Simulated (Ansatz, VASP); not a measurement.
**One calculation of Pt, two programs**

```
Pt
1.0
     0.00000    1.92632    2.02263
     1.92632    0.00000    2.02263
     1.92632    1.92632    0.00000
Pt
1
Direct
  0.00000 0.00000 0.00000
```

Alike in both runs: task single point; functional r2SCAN; k mesh 24 × 24 × 24; occupations gaussian, width 0.15 eV; no spin polarisation.

|  | VASP | Ansatz |
| --- | --- | --- |
| version | VASP 6.6.1 | Ansatz 0.2.0 |
| potentials or method | VASP PAW PBE potentials, release 64 (Pt), cutoff 520 eV | scalar-relativistic, plane waves, PAW |
| valence electrons in the cell | 10 | 18 |

Ansatz gave:

| Quantity | Value |
| --- | --- |
| gap on the k mesh at the Fermi level (eV) | none |
| pressure (GPa) | 5.7 |
| traceless stress, the component that is largest in VASP (GPa) | -3.92 |

Task: Estimate VASP's values.

Result: gap on the k mesh at the Fermi level (eV): none; pressure (GPa): 6.5; traceless stress, the component that is largest in VASP (GPa): -3.97.

VASP's potentials were made for PBE, not for r2SCAN. A gap of «none» marks a metal or a gap that the smearing closes. VASP's potentials hold 10 valence electrons a cell and Ansatz's 18, so a difference there can come from the potentials and not from the codes.

Neither program's run includes spin-orbit coupling.
